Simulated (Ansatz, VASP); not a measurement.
# Al4B3Sb: VASP beside Ansatz

```
CELL_PARAMETERS angstrom
3.92421 0.00962 -0.00171
-1.16559 5.58320 0.00943
-1.74503 -2.51639 5.43576
ATOMIC_POSITIONS crystal
Al 0.74639 0.85020 0.83870
Al 0.02621 0.73160 0.49298
Al 0.61124 0.34662 0.78043
Al 0.32869 0.53020 0.12694
B 0.88922 0.72074 0.12618
B 0.05089 0.14889 0.76478
B 0.44916 0.51304 0.49411
Sb 0.89047 0.15702 0.35771
```

Change from the starting cell: species swapped into the In4SbTe3 type (P1, No. 1).

Alike in both runs: functional PBE; k mesh 10 × 6 × 6; occupations gaussian, width 0.1 eV; no spin polarisation.

Ansatz relaxed the structure, and its values are those at the end. VASP's run is a single point on that final structure, the one shown.

|  | VASP | Ansatz |
| --- | --- | --- |
| version | VASP 6.6.1 | Ansatz 0.2.0 |
| potentials or method | VASP PAW PBE potentials, release 64 (Al, B, Sb), cutoff 520 eV | scalar-relativistic, plane waves, PAW |
| valence electrons in the cell | 26 | 36 |

VASP gave:

* gap on the k mesh at the Fermi level (eV): none
* pressure (GPa): 0.0
* rms of the force components (eV/Å): 0.012

Question: Estimate Ansatz's values.

Answer: gap on the k mesh at the Fermi level (eV): none; pressure (GPa): 0.0; rms of the force components (eV/Å): 0.002.

A gap of «none» marks a metal or a gap that the smearing closes. VASP's potentials hold 26 valence electrons a cell and Ansatz's 36, so a difference there can come from the potentials and not from the codes.

Neither program's run includes spin-orbit coupling.
